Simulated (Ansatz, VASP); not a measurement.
**One calculation of Sb2Mo, two programs**

File POSCAR:

```
Sb2Mo
1.0
    3.7161767096      0.0000000000      0.0000000000
   -1.8580883548      3.2183034355      0.0000000000
    0.0000000000      0.0000000000      6.1443681699
Mo Sb
1 2
Direct
    0.0000000000      0.0000000000      0.0000000000
    0.3333333333      0.6666666667      0.2689865324
    0.3333333333      0.6666666667      0.7310134676
```

INCAR.step1

```
SYSTEM = Sb2Mo
PREC = Accurate
ENCUT = 520
ISMEAR = -1
SIGMA = 0.05
LREAL = .FALSE.
LASPH = .TRUE.
NELM = 100
NBANDS = 19
GGA = PE
ALGO = Normal
EDIFF = 1E-4
LWAVE = .TRUE.
LCHARG = .FALSE.
```

Contents of INCAR.step2:

```
SYSTEM = Sb2Mo
PREC = Accurate
ENCUT = 520
EDIFF = 1E-8
ISMEAR = -1
SIGMA = 0.05
LREAL = .FALSE.
LASPH = .TRUE.
NELM = 100
ALGO = Normal
ISIF = 2
LWAVE = .FALSE.
LCHARG = .FALSE.
METAGGA = R2SCAN
LMIXTAU = .TRUE.
LEFG = .TRUE.
NBANDS = 19
ISTART = 1
```

The input KPOINTS:

```
regular mesh
0
G
  13 13 6
  0 0 0
```

Input for Ansatz:

```yaml
crystal:
  lattice:
    - [3.7161767096, 0.0, 0.0]
    - [-1.8580883548, 3.2183034355, 0.0]
    - [0.0, 0.0, 6.1443681699]
  atoms:
    - { symbol: Mo, position: [0.0, 0.0, 0.0] }
    - { symbol: Sb, position: [0.3333333333, 0.6666666667, 0.2689865324] }
    - { symbol: Sb, position: [0.3333333333, 0.6666666667, 0.7310134676] }
kpoints:
  mp_grid: { grid: [13, 13, 6] }
  band_path:
    path:
      - [0.0, 0.0, 0.0]
      - [0.5, 0.0, 0.0]
      - [0.3333333333, 0.3333333333, 0.0]
      - [0.0, 0.0, 0.0]
      - [0.0, 0.0, 0.5]
      - [0.5, 0.0, 0.5]
      - [0.3333333333, 0.3333333333, 0.5]
      - [0.0, 0.0, 0.5]
      - [0.5, 0.0, 0.5]
    npoints: 8
scf:
  occupations: { method: fermi_dirac, width: 0.05 }
hamiltonian:
  xc: r2scan
  pseudopotentials: { kind: all_electron, datasets: crystal }
output:
  forces: true
  stress: true
  eigenvalues: true
  efg: { contact_densities: true }
```

Alike in both runs: task electric field gradients; functional r2SCAN; k mesh 13 × 13 × 6; occupations fermi-dirac, width 0.05 eV; no spin polarisation.

```csv
,VASP,Ansatz
version,VASP 6.6.1,Ansatz 0.2.0
potentials or method,"VASP PAW PBE potentials, release 64 (Mo_sv, Sb), cutoff 520 eV","all-electron PAW with datasets made for the crystal, scalar-relativistic"
```

```csv
,VASP,Ansatz,Ansatz less VASP
pressure (GPa),0.1,0.0,-0.08
"traceless stress, the component that is largest in VASP (GPa)",0.15,-0.01,-0.167
rms of the force components (eV/Å),0.017,0.000,-0.0164
size of Vzz on the site where it differs most (V/Å²),146.7,160.4,+13.74
```

VASP's potentials were made for PBE, not for r2SCAN. Atom by atom the forces differ by 0.016 eV/Å (rms over components). Ansatz ran all-electron here, and VASP with PAW potentials.

Neither program's run includes spin-orbit coupling.
